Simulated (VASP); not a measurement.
MgBe2SO2, 6 atoms in the cell. The structure is tetragonal, space group P4mm (No. 99). The conventional cell has a = 3.307 Å, b = 3.307 Å, c = 5.654 Å, α = 90.00°, β = 90.00°, γ = 90.00°. Mg (site symmetry 4mm) has 4 Be at 1.94 Å and 5 O at 2.59 Å within 2.6 Å. Be (site symmetry 2mm) has 2 S at 1.89 Å and 2 Mg at 1.94 Å and 4 Be at 2.34 Å within 2.5 Å. S (site symmetry 4mm) has 4 Be at 1.89 Å and 5 O at 2.60 to 2.61 Å within 2.7 Å. Within 3.4 Å of O (site symmetry 4mm) lie 2 Mg at 2.59 to 3.07 Å and 4 S at 2.60 Å and 4 Be at 2.63 Å and 8 O at 2.77 to 3.31 Å. Within 3.4 Å of O (site symmetry 4mm) lie 4 Mg at 2.59 Å and 2 S at 2.61 to 3.04 Å and 4 Be at 2.70 Å and 8 O at 2.77 to 3.31 Å. The cell was built from a structure type or drawn by symmetry, and may not be a known phase.

```yaml
Program: VASP 6.6.1
Task: single point
Functional: PBE
Potentials_or_basis: VASP PAW PBE potentials, release 64 (Mg, Be, S, O)
Cutoff: 520 eV
k_mesh: 6 × 6 × 4
Occupations: gaussian, width 0.1 eV
Spin: no spin polarisation
Dipole_correction: no
Further_INCAR_settings: ALGO = Normal; EDIFF = 1e-06; NBANDS = 21
```

Potentials or basis: VASP PAW PBE potentials, release 64 (Mg, Be, S, O).

Command:

```console
$ cat potpaw_PBE.64/Mg/POTCAR potpaw_PBE.64/Be/POTCAR potpaw_PBE.64/S/POTCAR potpaw_PBE.64/O/POTCAR > POTCAR
$ mpirun -np 1 vasp_std > vasp.out
```

Hardware: 1 thread of AMD EPYC 9R45 96-Core Processor (Zen 5), with other jobs on the host.

Q: How long does it take, and how much memory?

A: Run time: 33 s on 1 thread of AMD EPYC 9R45 96-Core Processor (Zen 5), with other jobs on the host, peak memory 0.17 GiB. Counts: scf iterations 17, k points 30.
